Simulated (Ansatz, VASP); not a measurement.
## One calculation of MgF2, two programs

Contents of POSCAR:

```
MgF2
1.0
    4.6220159946      0.0000000000      0.0000000000
    0.0000000000      4.6220159946      0.0000000000
    0.0000000000      0.0000000000      2.9851895244
Mg F
2 4
Direct
    0.0000000000      0.0000000000      0.0000000000
    0.5000000000      0.5000000000      0.5000000000
    0.3019912740      0.3019912740      0.0000000000
    0.1980087260      0.8019912740      0.5000000000
    0.8019912740      0.1980087260      0.5000000000
    0.6980087260      0.6980087260      0.0000000000
```

The input INCAR.step1:

```
SYSTEM = MgF2
ALGO = Normal ; EDIFF = 1E-5
ENCUT = 520 ; GGA = PE
GGA_COMPAT = .FALSE. ; ISIF = 2
ISMEAR = 0 ; KPAR = 4
LASPH = .TRUE. ; LCHARG = .FALSE.
LREAL = .FALSE. ; LWAVE = .TRUE.
NBANDS = 25 ; NELM = 120
PREC = Accurate ; SIGMA = 0.01
```

INCAR.step2

```
SYSTEM = MgF2
ALGO = Normal ; EDIFF = 1E-6
ENCUT = 520 ; GGA = PE
GGA_COMPAT = .FALSE. ; HFSCREEN = 0.2079
ISIF = 2 ; ISMEAR = 0
ISTART = 1 ; KPAR = 4
LASPH = .TRUE. ; LCHARG = .FALSE.
LHFCALC = .TRUE. ; LREAL = .FALSE.
LWAVE = .FALSE. ; NBANDS = 25
NELM = 120 ; PREC = Accurate
PRECFOCK = Normal ; SIGMA = 0.01
```

File KPOINTS:

```
k-points
0
G
  4 4 6
  0 0 0
```

Input for Ansatz:

```yaml
crystal:
  lattice:
    - [4.6220159946, 0.0, 0.0]
    - [0.0, 4.6220159946, 0.0]
    - [0.0, 0.0, 2.9851895244]
  atoms:
    - { symbol: Mg, position: [0.0, 0.0, 0.0] }
    - { symbol: Mg, position: [0.5, 0.5, 0.5] }
    - { symbol: F, position: [0.301991274, 0.301991274, 0.0] }
    - { symbol: F, position: [0.198008726, 0.801991274, 0.5] }
    - { symbol: F, position: [0.801991274, 0.198008726, 0.5] }
    - { symbol: F, position: [0.698008726, 0.698008726, 0.0] }
kpoints:
  mp_grid: { grid: [4, 4, 6] }
  band_path:
    path:
      - [0.0, 0.0, 0.0]
      - [0.0, 0.5, 0.0]
      - [0.5, 0.5, 0.0]
      - [0.0, 0.0, 0.5]
      - [0.0, 0.5, 0.5]
      - [0.5, 0.5, 0.5]
    npoints: 1
hamiltonian:
  xc: hse06
scf:
  occupations: { method: fixed }
  n_extra_bands: 5
output:
  forces: true
  stress: true
  eigenvalues: true
```

Change from the starting cell: uniaxial_z strain -2.0%.

Alike in both runs: task single point; functional HSE06; k mesh 4 × 4 × 6; no spin polarisation.

```csv
,VASP,Ansatz
version,VASP 6.6.1,Ansatz 0.2.0
potentials or method,"VASP PAW PBE potentials, release 64 (Mg, F)","plane waves, PAW"
plane-wave cutoff (eV),520,420
occupations,"gaussian, width 0.01 eV",fixed
valence electrons in the cell,32,48
```

Ansatz gave:

| Quantity | Value |
| --- | --- |
| gap on the k mesh at the Fermi level (eV) | 9.65 |
| pressure (GPa) | 3.5 |
| traceless stress, the component that is largest in VASP (GPa) | 1.96 |
| rms of the force components (eV/Å) | 0.013 |

**Question.** Which values does VASP return?

**Answer.** gap on the k mesh at the Fermi level (eV): 9.58; pressure (GPa): 3.1; traceless stress, the component that is largest in VASP (GPa): 2.00; rms of the force components (eV/Å): 0.009.

Atom by atom the forces differ by 0.004 eV/Å (rms over components). VASP's potentials hold 32 valence electrons a cell and Ansatz's 48, so a difference there can come from the potentials and not from the codes. Ansatz's warnings: stress exchange threshold loose, stress scf threshold loose.
